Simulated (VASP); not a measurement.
Runs of VASP 6.6.1 on Ir. The structure is hexagonal, space group P6_3/mmc (No. 194). The conventional cell has a = 2.751 Å, b = 2.751 Å, c = 4.462 Å, α = 90.00°, β = 90.00°, γ = 120.00°. Ir (site symmetry -6m2) has 12 Ir at 2.74 to 2.75 Å within 3.6 Å. 

```csv
level,potentials or basis,gap on the mesh (eV),pressure (GPa)
BLYP,"VASP PAW PBE potentials, release 64 (Ir)",none,17.9
PBEsol,"VASP PAW PBE potentials, release 64 (Ir)",none,(a)
r2SCAN,"VASP PAW PBE potentials, release 64 (Ir)",none,-6.6
LDA,"VASP PAW LDA potentials, release 64 (Ir)",none,-15.9
```

Alike in all rows: task single point; no spin polarisation; cell as given; k mesh 14 × 14 × 8; cutoff (eV) 520; smearing methfessel-paxton 0.05 eV.

Question: Fill in the values left out.

Answer: (a) -11.8.

Caveats: spin-orbit coupling is left out, which moves the levels of the heavy elements; the PAW data sets were made with another functional, which shifts forces and pressure a little (some runs).

A k mesh can miss the band edges, and the runs leave out spin-orbit coupling on Ir.

A gap of «none» marks levels without a gap at the run's occupations.
